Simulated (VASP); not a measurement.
Write the native input for VASP 6.6.1 that does the following.

| Quantity | Value |
| --- | --- |
| Task | single point |
| Functional | PBE |
| Potentials or basis | VASP PAW PBE potentials, release 64 (Co_sv, O) |
| Cutoff | 600 eV |
| k mesh | 10 × 10 × 10 |
| Occupations | gaussian, width 0.027 eV |
| Spin | collinear spin, ferromagnetic start |
| Starting moments | [2.0, 0.0] μB |
| Dipole correction | no |
| Further INCAR settings | ALGO = Normal; EDIFF = 1e-06; NBANDS = 22 |

The structure of CoO lies in POSCAR:

```
CoO
1.0
    0.0000000000      2.3436418400      2.3436418400
    2.3436418400      0.0000000000      2.3436418400
    2.3436418400      2.3436418400      0.0000000000
Co O
1 1
Direct
    0.0000000000      0.0000000000      0.0000000000
    0.2500000000      0.2500000000      0.2500000000
```

The input as run:

INCAR

```
SYSTEM = CoO
PREC = Accurate ; ENCUT = 600
EDIFF = 1E-6 ; ISMEAR = 0
SIGMA = 0.027000000000000003 ; LREAL = .FALSE.
LASPH = .TRUE. ; NELM = 200
ALGO = Normal ; ISIF = 2
LWAVE = .FALSE. ; LCHARG = .FALSE.
ISPIN = 2 ; MAGMOM = 2 0
LORBIT = 11 ; LMAXMIX = 4
GGA = PE ; NBANDS = 22
GGA_COMPAT = .FALSE.
```

KPOINTS

```
Automatic mesh
0
G
  10 10 10
  0 0 0
```

Potentials or basis: VASP PAW PBE potentials, release 64 (Co_sv, O).

Command:

```bash
$ cat potpaw_PBE.64/Co_sv/POTCAR potpaw_PBE.64/O/POTCAR > POTCAR
$ mpirun -np 1 vasp_std > vasp.out
```

It gave:

```
Pressure                                              : -13.9 GPa
Band gap on the k mesh                                : zero (filled and empty bands overlap)
Net moment                                            : 2.99 μB per cell
Site moments                                          : Co +2.49; O +0.32 μB
Valence electrons inside the program's atomic spheres : Co 14.87; O 4.94
```

Caveat: the cell stands under tension; a cell with one magnetic atom can't hold antiferromagnetic order, which such compounds often take; semilocal functionals often make such compounds metallic where correlation or magnetic order opens a gap, which also shifts bond lengths.

It took 94 s on 1 thread of AMD EPYC 7R43 64-Core Processor (Zen 3), with other jobs on the host, peak memory 0.16 GiB.
